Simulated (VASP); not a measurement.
# BeCd3S4 (Cmmm) in VASP: single point with PBE

Aim: the single point of BeCd3S4 with PBE.

Everything below comes from runs of VASP 6.6.1. Logs are shortened: lines on timing, memory, paths and dates and some standing lists are left out, and cuts for length are marked.

## 1. The cell of the first run

The structure is orthorhombic, space group Cmmm (No. 65). The conventional cell has a = 8.671 Å, b = 8.903 Å, c = 8.784 Å, α = 90.00°, β = 90.00°, γ = 90.00°. Be (site symmetry mmm) has 2 Cd at 2.34 Å within 3.1 Å. Within 3.1 Å of Cd (site symmetry mm2) lie 1 Be at 2.34 Å and 4 S at 2.78 to 2.85 Å. Within 3.3 Å of Cd (site symmetry mmm) lie 4 S at 2.46 to 2.47 Å. Within 3.3 Å of S (site symmetry m2m) lie 3 Cd at 2.47 to 2.85 Å and 2 S at 2.72 Å. Within 3.3 Å of S (site symmetry 2mm) lie 3 Cd at 2.46 to 2.78 Å and 2 S at 2.72 Å.

The cell was built from a structure type or drawn by symmetry, and may not be a known phase.

## 2. Single point, PBE

Contents of INCAR:

```
SYSTEM = BeCd3S4
PREC = Accurate
ENCUT = 600
EDIFF = 1E-6
ISMEAR = 0
SIGMA = 0.15
LREAL = .False.
LASPH = .True.
NELM = 120
ALGO = Normal
ISIF = 2
LWAVE = .False.
LCHARG = .False.
GGA = PE
NBANDS = 41
GGA_COMPAT = .False.
```

Contents of KPOINTS:

```
regular mesh
0
Gamma
  2 2 2
  0 0 0
```

Contents of POSCAR:

```
BeCd3S4
1.0
    4.3353491972     -4.4513793968      0.0000000000
    4.3353491972      4.4513793968      0.0000000000
    0.0000000000      0.0000000000      8.7841690656
Be Cd S
1 3 4
Direct
    0.5000000000      0.5000000000      0.0000000000
    0.5000000000      0.5000000000      0.7339977631
    0.5000000000      0.5000000000      0.2660022369
    0.0000000000      0.0000000000      0.5000000000
    0.7220302017      0.2779697983      0.5000000000
    0.2779697983      0.7220302017      0.5000000000
    0.2842165405      0.2842165405      0.5000000000
    0.7157834595      0.7157834595      0.5000000000
```

Potentials or basis: VASP PAW PBE potentials, release 64 (Be, Cd, S).

The run is started by

```console
$ cat potpaw_PBE.64/Be/POTCAR potpaw_PBE.64/Cd/POTCAR potpaw_PBE.64/S/POTCAR > POTCAR
$ mpirun -np 1 vasp_std > vasp.out
```

OUTCAR:

```text
SYSTEM = BeCd3S4
   PREC = Accurate
   ENCUT = 600
   EDIFF = 1E-6
   ISMEAR = 0
   LREAL = .False.
   LASPH = .True.
   NELM = 120
   ISIF = 2
   GGA = PE

 ion  position               nearest neighbor table
   1  0.500  0.500  0.000-   2 2.34   3 2.34
   2  0.500  0.500  0.734-   1 2.34   7 2.78   8 2.78   5 2.85   6 2.85
   3  0.500  0.500  0.266-   1 2.34   7 2.78   8 2.78   5 2.85   6 2.85
   4  0.000  0.000  0.500-   7 2.46   8 2.46   5 2.47   6 2.47
   5  0.722  0.278  0.500-   4 2.47   7 2.72   8 2.72   3 2.85   2 2.85
   6  0.278  0.722  0.500-   4 2.47   7 2.72   8 2.72   3 2.85   2 2.85
   7  0.284  0.284  0.500-   4 2.46   5 2.72   6 2.72   3 2.78   2 2.78
   8  0.716  0.716  0.500-   4 2.46   5 2.72   6 2.72   3 2.78   2 2.78

  LATTYP: Found a base centered orthorhombic cell.
 ALAT       =     8.6706983944
 B/A-ratio  =     1.0267637494
 C/A-ratio  =     1.0130866818

  Lattice vectors:

 A1 = (   4.3353491972,  -4.4513793968,   0.0000000000)
 A2 = (   4.3353491972,   4.4513793968,   0.0000000000)
 A3 = (   0.0000000000,   0.0000000000,   8.7841690656)

Analysis of symmetry for initial positions (statically):
=====================================================================
 Subroutine PRICEL returns:
 Original cell was already a primitive cell.

 Routine SETGRP: Setting up the symmetry group for a
 base centered orthorhombic supercell.

 Subroutine GETGRP returns: Found  8 space group operations
 (whereof  8 operations were pure point group operations)
 out of a pool of  8 trial point group operations.

The static configuration has the point symmetry D_2h.

Analysis of symmetry for dynamics (positions and initial velocities):
=====================================================================
 Subroutine PRICEL returns:
 Original cell was already a primitive cell.

 Routine SETGRP: Setting up the symmetry group for a
 base centered orthorhombic supercell.

 Subroutine GETGRP returns: Found  8 space group operations
 (whereof  8 operations were pure point group operations)
 out of a pool of  8 trial point group operations.

The dynamic configuration has the point symmetry D_2h.

 Subroutine INISYM returns: Found  8 space group operations
 (whereof  8 operations are pure point group operations),
 and found     1 'primitive' translations

----------------------------------------------------------------------------------------

                                     Primitive cell

  volume of cell :     339.0388

  direct lattice vectors                    reciprocal lattice vectors
     4.335349197 -4.451379397  0.000000000     0.115330963 -0.112324732  0.000000000
     4.335349197  4.451379397  0.000000000     0.115330963  0.112324732  0.000000000
     0.000000000  0.000000000  8.784169066     0.000000000  0.000000000  0.113841160

  length of vectors
     6.213697063  6.213697063  8.784169066     0.160990921  0.160990921  0.113841160

  position of ions in fractional coordinates (direct lattice)
     0.500000000  0.500000000  0.000000000
     0.500000000  0.500000000  0.733997763
     0.500000000  0.500000000  0.266002237
     0.000000000  0.000000000  0.500000000
     0.722030202  0.277969798  0.500000000
     0.277969798  0.722030202  0.500000000
     0.284216540  0.284216540  0.500000000
     0.715783460  0.715783460  0.500000000

  ion indices of the primitive-cell ions
   primitive index   ion index
                 1           1
                 2           2
                 3           3
                 4           4
                 5           5
                 6           6
                 7           7
                 8           8

----------------------------------------------------------------------------------------

 KPOINTS: regular mesh

Automatic generation of k-mesh.
 Grid dimensions read from file:
 generate k-points for:    2    2    2

 Generating k-lattice:

  Cartesian coordinates                     Fractional coordinates (reciprocal lattice)
     0.057665482 -0.056162366  0.000000000     0.500000000  0.000000000  0.000000000
     0.057665482  0.056162366  0.000000000     0.000000000  0.500000000  0.000000000
     0.000000000  0.000000000  0.056920580     0.000000000  0.000000000  0.500000000

  Length of vectors
     0.080495461  0.080495461  0.056920580

  Shift w.r.t. Gamma in fractional coordinates (k-lattice)
     0.000000000  0.000000000  0.000000000

 Subroutine IBZKPT returns following result:
 ===========================================

 Found      6 irreducible k-points:

 Following reciprocal coordinates:
            Coordinates               Weight
  0.000000  0.000000  0.000000      1.000000
  0.500000  0.000000  0.000000      2.000000
  0.500000  0.500000  0.000000      1.000000
  0.000000  0.000000  0.500000      1.000000
  0.500000  0.000000  0.500000      2.000000
  0.500000  0.500000  0.500000      1.000000
   k-points           NKPTS =      6   k-points in BZ     NKDIM =      6   number of bands    NBANDS=     41
   number of dos      NEDOS =    301   number of ions     NIONS =      8
   total plane-waves  NPLWV = 175000
   dimension x,y,z NGX =    50 NGY =   50 NGZ =   70
   dimension x,y,z NGXF=   100 NGYF=  100 NGZF=  140
   ions per type =               1   3   4
   NGX,Y,Z   is equivalent  to a cutoff of  13.38, 13.38, 13.25 a.u.
   NGXF,Y,Z  is equivalent  to a cutoff of  26.75, 26.75, 26.50 a.u.
 SYSTEM =  BeCd3S4
   PREC   = accura    normal or accurate (medium, high low for compatibility)
   ISTART =      0    job   : 0-new  1-cont  2-samecut
   ICHARG =      2    charge: 1-file 2-atom 10-const
   ISPIN  =      1    spin polarized calculation?
   LNONCOLLINEAR =      F non collinear calculations
   LSORBIT =      F    spin-orbit coupling
   LASPH  =      T    aspherical Exc in radial PAW
   ENCUT  =  600.0 eV  44.10 Ry    6.64 a.u.  12.41 12.41 17.54*2*pi/ulx,y,z
   NELM   =    120;   NELMIN=  2; NELMDL= -5     # of ELM steps
   EDIFF  = 0.1E-05   stopping-criterion for ELM
   LREAL  =      F    real-space projection
   EDIFFG = 0.1E-04   stopping-criterion for IOM
   NSW    =      0    number of steps for IOM
   IBRION =     -1    ionic relax: 0-MD 1-quasi-New 2-CG
   NFREE  =      0    steps in history (QN), initial steepest desc. (CG)
   ISIF   =      2    stress and relaxation
   ISYM   =      2    0-nonsym 1-usesym 2-fastsym
   POTIM  = 0.5000    time-step for ionic-motion
   TEBEG  =    0.0;   TEEND  =   0.0 temperature during run
   PSTRESS=    0.0 pullay stress
   NELECT =      62.0000    total number of electrons
   NUPDOWN=      -1.0000    fix difference up-down
   EMIN   =  10.00;   EMAX   =-10.00  energy-range for DOS
   EFERMI =   0.00;   METHOD = LEGACY
   ISMEAR =     0;   SIGMA  =   0.15  broadening in eV -4-tet -1-fermi 0-gaus
   EFERMI_NEDOS =   21; number of points for ismear=-14 and -15
   IALGO  =     38    algorithm
   IMIX   =      4    mixing-type and parameters
     AMIX     =   0.40;   BMIX     =  1.00
     AMIX_MAG =   1.60;   BMIX_MAG =  1.00
  volume/ion in A,a.u.               =      42.38       285.99
  Fermi-wavevector in a.u.,A,eV,Ry     =   0.929228  1.755986 11.748149  0.863465
  Thomas-Fermi vector in A             =   2.055488
   LORBIT       =      0    0 simple, 1 ext, 2 COOP (PROOUT), +10 PAW based schemes
   GGA     = PE    functional components
   LHFCALC =     F    Hartree Fock is set to
   AEXX    =    0.0000 exact exchange contribution
   IVDW    =     0    specifies the selected vdW correction
   LEPSILON=     F    determine dielectric tensor
   LRPA    =     F    only Hartree local field effects (RPA)
 non-spin polarized calculation
 Gauss-broadening in eV      SIGMA  =   0.15
  energy-cutoff  :      600.00
  volume of cell :      339.04
 maximum number of plane-waves:     11383
 NGX is ok and might be reduce to    50
   NGX = 25   NGY = 25   NGZ = 35

 number of electron      62.0000019 magnetization

 Free energy of the ion-electron system (eV)
  ---------------------------------------------------
  ext. energy  EPLUGINS =         0.00000000
  ---------------------------------------------------
  free energy    TOTEN  =       -19.21302049 eV

  energy without entropy =      -19.19318095  energy(sigma->0) =      -19.20310072

 E-fermi :  -0.6223     XC(G=0):  -6.1025

 val. band max:       -0.7549246520   @ k =   0.5000   0.5000   0.5000
 cond. band min:      -0.4895530689   @ k =   0.0000   0.0000   0.0000
 fundamental gap:      0.2653715831
 Fermi energy:        -0.6223315792

 k-point     1 :       0.0000    0.0000    0.0000
  band No.  band energies     occupation
      1     -14.5446      2.00000
      2     -13.0698      2.00000
      3     -12.9329      2.00000
      4     -12.2622      2.00000
      5      -9.5366      2.00000
      6      -9.2806      2.00000
[... 33 lines left out ...]
     40       4.6422      0.00000
     41       4.8626      0.00000

 k-point     2 :       0.5000    0.0000    0.0000
  band No.  band energies     occupation
      1     -14.2417      2.00000
      2     -13.5356      2.00000
      3     -13.1164      2.00000
      4     -11.9536      2.00000
      5      -9.4709      2.00000
      6      -9.3382      2.00000
[... 33 lines left out ...]
     40       3.9883      0.00000
     41       4.5729      0.00000

 k-point     3 :       0.5000    0.5000    0.0000
  band No.  band energies     occupation
      1     -14.2195      2.00000
      2     -13.1673      2.00000
      3     -13.0538      2.00000
      4     -12.6464      2.00000
      5      -9.8120      2.00000
      6      -9.2395      2.00000
[... 33 lines left out ...]
     40       4.2350      0.00000
     41       4.2848      0.00000

 k-point     4 :       0.0000    0.0000    0.5000
  band No.  band energies     occupation
      1     -14.5445      2.00000
      2     -13.0697      2.00000
      3     -12.9329      2.00000
      4     -12.2622      2.00000
      5      -9.5340      2.00000
      6      -9.2806      2.00000
[... 33 lines left out ...]
     40       3.7942      0.00000
     41       4.1245      0.00000

 k-point     5 :       0.5000    0.0000    0.5000
  band No.  band energies     occupation
      1     -14.2416      2.00000
      2     -13.5356      2.00000
      3     -13.1163      2.00000
      4     -11.9536      2.00000
      5      -9.4683      2.00000
      6      -9.3366      2.00000
[... 33 lines left out ...]
     40       3.6841      0.00000
     41       3.9242      0.00000

 k-point     6 :       0.5000    0.5000    0.5000
  band No.  band energies     occupation
      1     -14.2193      2.00000
      2     -13.1673      2.00000
      3     -13.0538      2.00000
      4     -12.6464      2.00000
      5      -9.8103      2.00000
      6      -9.2395      2.00000
[... 33 lines left out ...]
     40       4.0845      0.00000
     41       4.4195      0.00000

------------------------ aborting loop because EDIFF is reached ----------------------------------------

  FORCE on cell =-STRESS in cart. coord.  units (eV):
  Direction    XX          YY          ZZ          XY          YZ          ZX
  --------------------------------------------------------------------------------------
  -------------------------------------------------------------------------------------
  Total        0.2160381      0.1430795      0.1950539      0.0000000      0.0000000      0.0000000
  in kB        1.0209199      0.6761432      0.9217555      0.0000000      0.0000000      0.0000000
  external PRESSURE =       0.8729395 kB  Pullay stress =       0.0000000 kB

 VOLUME and BASIS-vectors are now :
 -----------------------------------------------------------------------------
  energy-cutoff  :      600.00
  volume of cell :      339.04
      direct lattice vectors                 reciprocal lattice vectors
     4.335349197 -4.451379397  0.000000000     0.115330963 -0.112324732  0.000000000
     4.335349197  4.451379397  0.000000000     0.115330963  0.112324732  0.000000000
     0.000000000  0.000000000  8.784169066     0.000000000  0.000000000  0.113841160

 POSITION                                       TOTAL-FORCE (eV/Angst)
 -----------------------------------------------------------------------------------
      4.33535      0.00000      0.00000        -0.000000     -0.000000      0.000000
      4.33535      0.00000      6.44756        -0.000000     -0.000000      0.029141
      4.33535      0.00000      2.33661        -0.000000     -0.000000     -0.029141
      0.00000      0.00000      4.39208        -0.000000     -0.000000      0.000000
      4.33535     -1.97668      4.39208        -0.000000      0.028553      0.000000
      4.33535      1.97668      4.39208        -0.000000     -0.028553      0.000000
      2.46436      0.00000      4.39208         0.023610     -0.000000      0.000000
      6.20634      0.00000      4.39208        -0.023610     -0.000000      0.000000
 -----------------------------------------------------------------------------------
    total drift:                               -0.000000     -0.000000      0.000000

  FREE ENERGIE OF THE ION-ELECTRON SYSTEM (eV)
  ---------------------------------------------------
  free  energy   TOTEN  =       -19.2130204859 eV

  energy  without entropy=      -19.1931809476  energy(sigma->0) =      -19.20310072
```

It took 1.8 min on 1 thread of Intel Xeon Platinum 8488C (Sapphire Rapids), shared host; peak memory 0.48 GiB.

Results:

- Free energy: -19.2130 eV
- Pressure: 0.1 GPa
- Largest force: 0.029 eV/Å
- Band gap on the k mesh: zero (bands 31 and 32 overlap by 1.70 eV)

Forces in eV/Å, atoms in the order of the input:
```
Be   0.000  0.000  0.000
Cd   0.000  0.000  0.029
Cd   0.000  0.000 -0.029
Cd   0.000  0.000  0.000
S    0.000  0.029  0.000
S    0.000 -0.029  0.000
S    0.024  0.000  0.000
S   -0.024  0.000  0.000
```

Caveat: the k points lie up to 0.51 Å⁻¹ apart, too coarse for converged energies and pressures of a metal.
